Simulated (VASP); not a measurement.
AgI:

```
CELL_PARAMETERS angstrom
0.00000 3.28857 3.28857
3.28857 0.00000 3.28857
3.28857 3.28857 0.00000
ATOMIC_POSITIONS crystal
Ag 0.00000 0.00000 0.00000
I 0.25000 0.25000 0.25000
```

Base run:

```yaml
Program: VASP 6.6.1
Functional: r2SCAN
Potentials_or_basis: VASP PAW PBE potentials, release 64 (Ag, I)
Cutoff: 550 eV
k_mesh: 6 × 6 × 6
Occupations: gaussian, width 0.01 eV
Spin: no spin polarisation
```

Its results: band gap on the k mesh 1.79 eV, direct; pressure -0.1 GPa.

Q: The run is repeated on the same cell with these changes: functional from r2SCAN to PBE; cutoff from 550 eV to 500 eV. What comes out?

A: Band gap on the k mesh 1.34 eV, direct; pressure 0.6 GPa.

r2SCAN gives the wider gap, since meta-GGAs in the generalised Kohn-Sham scheme recover part of the derivative discontinuity.

Caveats: spin-orbit coupling is left out, which moves the levels of the heavy elements; the PAW data sets were made with another functional, which shifts forces and pressure a little (some runs).

